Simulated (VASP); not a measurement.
Runs of VASP 6.6.1 on SrTiO3. The structure is that of space group Pm-3m (No. 221), or close to it. The cells are those of the table. 

```tsv
task	potentials or basis	cell	cutoff (eV)	gap on the mesh (eV)	pressure (GPa)
single point	VASP PAW PBE potentials, release 64 (Sr_sv, Ti_sv, O_h)	a = 3.947 Å, 5 atoms	910	2.31	2.4
single point	VASP PAW PBE potentials, release 64 (Sr_sv, Ti_sv, O)	a = 3.829, b = 3.829, c = 4.018 Å, 5 atoms	520	2.31	11.8
single point	VASP PAW PBE potentials, release 64 (Sr_sv, Ti_sv, O)	a = 3.947, b = 3.947, c = 4.066 Å, 5 atoms	520	(b)	-2.0
single point	VASP PAW PBE potentials, release 64 (Sr_sv, Ti_sv, O)	a = 4.006, b = 4.006, c = 3.911 Å, 5 atoms	520	2.23	-0.7
relaxation of cell and atoms	VASP PAW PBE potentials, release 64 (Sr_sv, Ti_sv, O)	relaxed to -3 GPa from a = 3.985 Å, 5 atoms	600	2.23	-3.0
single point	VASP PAW PBE potentials, release 64 (Sr_sv, Ti_sv, O_h)	a = 3.972 Å, 5 atoms	910	2.27	-0.8
single point	VASP PAW PBE potentials, release 64 (Sr_sv, Ti_sv, O_h)	a = 3.849 Å, 5 atoms	910	(a)	18.1
relaxation of cell and atoms	VASP PAW PBE potentials, release 64 (Sr_sv, Ti_sv, O)	relaxed from a = 3.913 Å, 5 atoms	600	2.27	0.0
```

Alike in all rows: level PBE+U; no spin polarisation; Ti d U = 4.0 eV; k mesh 8 × 8 × 8; smearing gaussian 0.02 eV.

Q: Fill in the values left out.

A: (a) 2.48; (b) 2.19.

Caveats: the cutoff is under 1.25 times the usual one of these potentials, so pressure, stress and relaxed cells hold a basis-set (Pulay) error (at least some runs); the cell stands under pressure (at least some runs); the cell is relaxed towards a set pressure, so the run minimises the enthalpy, not the energy (at least some runs).

A k mesh can miss the band edges, and the runs leave out spin-orbit coupling on Sr.
